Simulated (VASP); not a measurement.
Input of a VASP 6.6.1 run:

INCAR

```
PREC = Accurate
ENCUT = 520
EDIFF = 1E-7
ISMEAR = -1
SIGMA = 0.05
LREAL = F
LASPH = T
NELM = 150
ALGO = Normal
ISIF = 2
LWAVE = F
LCHARG = T
ISPIN = 2
MAGMOM = 2 2 2 2
LORBIT = 11
LMAXMIX = 4
GGA = PE
LELF = T
LVHAR = T
NBANDS = 30
```

KPOINTS

```
Automatic mesh
0
Gamma
  12 12 4
```

Contents of POSCAR:

```
Co
1.0
    2.4980760897      0.0000000000      0.0000000000
   -1.2490380449      2.1633973543      0.0000000000
    0.0000000000      0.0000000000      8.0787908415
Co
4
Direct
    0.6666666667      0.3333333333      0.7500000000
    0.0000000000      0.0000000000      0.5000000000
    0.3333333333      0.6666666667      0.2500000000
    0.0000000000      0.0000000000      0.0000000000
```

Potentials or basis: VASP PAW PBE potentials, release 64 (Co).

Launch:

```sh
$ cat potpaw_PBE.64/Co/POTCAR > POTCAR
$ mpirun -np 1 vasp_std > vasp.out
```

(1) Estimate the net moment.

(2) What does it give for the site moments?

(3) Estimate the pressure.

Answers

(1) 6.64 μB per cell.

(2) Co +1.69, +1.67 (each value once) μB.

(3) -0.7 GPa.
